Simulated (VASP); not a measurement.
Runs of VASP 6.6.1 on MgO (Periclase). The structure is that of space group Fm-3m (No. 225), or close to it. The cells are those of the table. 

```csv
level,cell,smearing,gap on the mesh (eV),pressure (GPa)
PBE,"a = 3.118 Å, angles 60.0°, 2 atoms",fermi-dirac 0.02 eV,3.50,(a)
r2SCAN,"a = 3.118 Å, angles 60.0°, 2 atoms",gaussian 0.01 eV,4.33,-18.8
r2SCAN,"a = 2.923, b = 2.923, c = 2.872 Å, angles 60.6, 60.6, 58.8°, 2 atoms",gaussian 0.01 eV,6.34,12.7
PBE,"a = 2.923, b = 2.923, c = 2.872 Å, angles 60.6, 60.6, 58.8°, 2 atoms",fermi-dirac 0.02 eV,(b),19.1
```

Alike in all rows: task single point; potentials or basis VASP PAW PBE potentials, release 64 (Mg, O); no spin polarisation; k mesh 10 × 10 × 10; cutoff (eV) 520.

Problem. Estimate the missing entries.

Solution. (a) -13.6; (b) 5.44.

Caveats: the PAW data sets were made with another functional, which shifts forces and pressure a little (some runs).

